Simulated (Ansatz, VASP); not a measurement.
# Mg: VASP beside Ansatz

```xyz
2
Lattice="3.2093 0.0000 0.0000 -1.6046 2.7793 0.0000 0.0000 0.0000 5.2103" Properties=species:S:1:pos:R:3 pbc="T T T"
Mg    1.6164    0.8826    3.8934
Mg    0.0014    1.9510    1.3900
```

Change from the starting cell: atoms moved at random, drawn with an rms of 0.15 Å.

Alike in both runs: functional revPBE; dispersion D4; k mesh 10 × 10 × 5; occupations fermi-dirac, width 0.1 eV; collinear spin.

|  | VASP | Ansatz |
| --- | --- | --- |
| version | VASP 6.6.1 | Ansatz 0.2.0 |
| potentials or method | VASP PAW PBE potentials, release 64 (Mg), cutoff 520 eV | all-electron LAPW, scalar-relativistic |
| task | single point | projected density of states |

```csv
,VASP,Ansatz,Ansatz less VASP
gap on the k mesh at the Fermi level (eV),none,none,-
pressure (GPa),-1.1,-1.0,+0.14
"traceless stress, the component that is largest in VASP (GPa)",0.83,0.83,-0.002
rms of the force components (eV/Å),0.180,0.181,+0.0007
net moment per atom (μB),0.00,0.00,0.000
```

VASP's potentials were made for PBE, not for revPBE. Atom by atom the forces differ by 0.001 eV/Å (rms over components). A gap of «none» marks a metal or a gap that the smearing closes. Ansatz ran all-electron here, and VASP with PAW potentials.
